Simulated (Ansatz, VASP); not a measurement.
Two plane-wave programs on Si7N

```xyz
16
Lattice="7.3437 0.0000 0.0000 -3.6719 6.3599 0.0000 0.0000 0.0000 5.9054" Properties=species:S:1:pos:R:3 pbc="T T T"
Si    0.0000    4.2399    4.8606
Si    1.7721    5.2631    0.0114
Si   -1.7721    5.2631    0.0114
Si    0.0000    2.1936    0.0114
Si    2.0565    1.1873    5.3129
Si    3.6719    3.9853    5.3129
Si    5.2873    1.1873    5.3129
Si    3.6719    2.1200    1.9079
Si    3.6719    4.1663    2.9641
Si    1.8997    1.0968    2.9641
Si    5.4440    1.0968    2.9641
Si    0.0000    2.3746    2.3602
Si   -1.6154    5.1726    2.3602
Si    1.6154    5.1726    2.3602
N     0.0000    4.2399    2.9652
N     3.6719    2.1200    0.0125
```

Alike in both runs: task relaxation of cell and atoms; functional PBE; k mesh 6 × 6 × 6; occupations gaussian, width 0.1 eV; no spin polarisation.

|  | VASP | Ansatz |
| --- | --- | --- |
| version | VASP 6.6.1 | Ansatz 0.2.0 |
| potentials or method | VASP PAW PBE potentials, release 64 (Si, N), cutoff 600 eV | scalar-relativistic, plane waves, PAW |
| valence electrons in the cell | 66 | 66 |

VASP gave:

```
gap on the k mesh at the Fermi level, each at its own relaxed structure (eV) : none
relaxed volume (Å³/atom)                                                     : 17.25
relaxed length of the cell vector where the two differ most in proportion (Å)              : 5.927
```

Which values does Ansatz return?

gap on the k mesh at the Fermi level, each at its own relaxed structure (eV): none; relaxed volume (Å³/atom): 17.26; relaxed length of the cell vector where the two differ most in proportion (Å): 5.928.

A gap of «none» marks a metal or a gap that the smearing closes.
